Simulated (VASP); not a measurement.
Wanted: the native input for a VASP 6.6.1 run.

```yaml
Task: single point
Functional: HSE06
Potentials_or_basis: VASP PAW PBE potentials, release 64 (Hg, S)
Cutoff: 400 eV
k_mesh: 6 × 6 × 6
Occupations: fermi-dirac, width 0.02 eV
Spin: no spin polarisation
Dipole_correction: no
Grid_for_exact_exchange_PRECFOCK: Normal
Further_INCAR_settings: ALGO = Normal; EDIFF = 1e-06; NBANDS = 16
Share_of_exact_exchange: 0.25
Screening_parameter: 0.2079 1/Å
```

HgS:

```
CELL_PARAMETERS angstrom
0.00000 2.96519 2.96519
2.96519 0.00000 2.96519
2.96519 2.96519 0.00000
ATOMIC_POSITIONS crystal
Hg 0.00000 0.00000 0.00000
S 0.25000 0.25000 0.25000
```

One way to write it, as run:

POSCAR

```
HgS
1.0
    0.0000000000      2.9651871438      2.9651871438
    2.9651871438      0.0000000000      2.9651871438
    2.9651871438      2.9651871438      0.0000000000
Hg S
1 1
Direct
    0.0000000000      0.0000000000      0.0000000000
    0.2500000000      0.2500000000      0.2500000000
```

INCAR.step1

```
SYSTEM = HgS
PREC = Accurate ; ENCUT = 400
EDIFF = 1E-5 ; ISMEAR = -1
SIGMA = 0.02 ; LREAL = .FALSE.
LASPH = .TRUE. ; NELM = 120
ALGO = Normal ; ISIF = 2
LWAVE = .TRUE. ; LCHARG = .FALSE.
GGA = PE ; NBANDS = 16
GGA_COMPAT = .FALSE.
```

INCAR.step2

```
SYSTEM = HgS
PREC = Accurate ; ENCUT = 400
EDIFF = 1E-6 ; ISMEAR = -1
SIGMA = 0.02 ; LREAL = .FALSE.
LASPH = .TRUE. ; NELM = 120
ALGO = Normal ; ISIF = 2
LWAVE = .FALSE. ; LCHARG = .FALSE.
GGA = PE ; LHFCALC = .TRUE.
HFSCREEN = 0.2079 ; PRECFOCK = Normal
ISTART = 1 ; NBANDS = 16
GGA_COMPAT = .FALSE.
```

KPOINTS

```
regular mesh
0
G
  6 6 6
  0 0 0
```

Potentials or basis: VASP PAW PBE potentials, release 64 (Hg, S).

Command:

```sh
$ cat potpaw_PBE.64/Hg/POTCAR potpaw_PBE.64/S/POTCAR > POTCAR
$ cp INCAR.step1 INCAR
$ mpirun -np 1 vasp_std > vasp.out
$ cp INCAR.step2 INCAR
$ mpirun -np 1 vasp_std > vasp.out
```

Results of the run:

```
Pressure               : 0.0 GPa
Band gap on the k mesh : 0.36 eV
```

Caveat: the PAW data sets were made with another functional, which shifts forces and pressure a little; spin-orbit coupling is left out, which moves the levels of the heavy elements.

Run time: 38 min on 1 thread of AMD EPYC 7R13 Processor (Zen 3), with other jobs on the host, peak memory 0.26 GiB.
